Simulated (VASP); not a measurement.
# YMg2GaC6N6: single point with PBE

The system is YMg2GaC6N6.

```xyz
16
Lattice="0.0000 5.2760 5.2760 5.2760 0.0000 5.2760 5.2760 5.2760 0.0000" Properties=species:S:1:pos:R:3 pbc="T T T"
Y     5.2760    5.2760    5.2760
Mg    2.6380    2.6380    2.6380
Mg    7.9140    7.9140    7.9140
Ga    0.0000    0.0000    0.0000
C     1.8960    5.2760    5.2760
C     5.2760    1.8960    5.2760
C     5.2760    5.2760    1.8960
C     8.6560    5.2760    5.2760
C     5.2760    8.6560    5.2760
C     5.2760    5.2760    8.6560
N     3.0660    5.2760    5.2760
N     5.2760    3.0660    5.2760
N     5.2760    5.2760    3.0660
N     7.4860    5.2760    5.2760
N     5.2760    7.4860    5.2760
N     5.2760    5.2760    7.4860
```

```json
{
 "Program": "VASP 6.6.1",
 "Task": "single point",
 "Functional": "PBE",
 "Potentials or basis": "VASP PAW PBE potentials, release 64 (Y_sv, Mg_sv, Ga_d, C, N)",
 "Cutoff": "750 eV",
 "k mesh": "4 × 4 × 4",
 "Occupations": "gaussian, width 0.1 eV",
 "Spin": "no spin polarisation"
}
```

The pressure is 14.7 GPa and the largest force is 3.636 eV/Å.

Forces on the atoms (eV/Å):
```
Y    0.000  0.000  0.000
Mg   0.000  0.000  0.000
Mg   0.000  0.000  0.000
Ga   0.000  0.000  0.000
C    3.636  0.000  0.000
C    0.000  3.636  0.000
C    0.000  0.000  3.636
C   -3.636  0.000  0.000
C    0.000 -3.636  0.000
C    0.000  0.000 -3.636
N   -1.406  0.000  0.000
N    0.000 -1.406  0.000
N    0.000  0.000 -1.406
N    1.406  0.000  0.000
N    0.000  1.406  0.000
N    0.000  0.000  1.406
```

Levels at points of the mesh, in eV from the Fermi level:
```tsv
k point	band 47	band 48	band 49	band 50	band 51	band 52
(0.00, 0.00, 0.00)	-3.26	-1.13	-0.26	0.00	0.00	0.00
(0.50, 0.00, 0.00)	-3.03	-0.34	-0.29	1.11	1.11	1.23
(0.50, 0.50, 0.00)	-3.25	-0.25	-0.04	0.11	1.73	1.73
```

Run time: 4.4 min on 1 thread of Intel(R) Xeon(R) 6975P-C (Granite Rapids), with other jobs on the host, peak memory 0.79 GiB.

Caveat: the cell stands under pressure; forces of over 1 eV/Å act on the atoms, so gaps and moduli don't describe the material at rest.
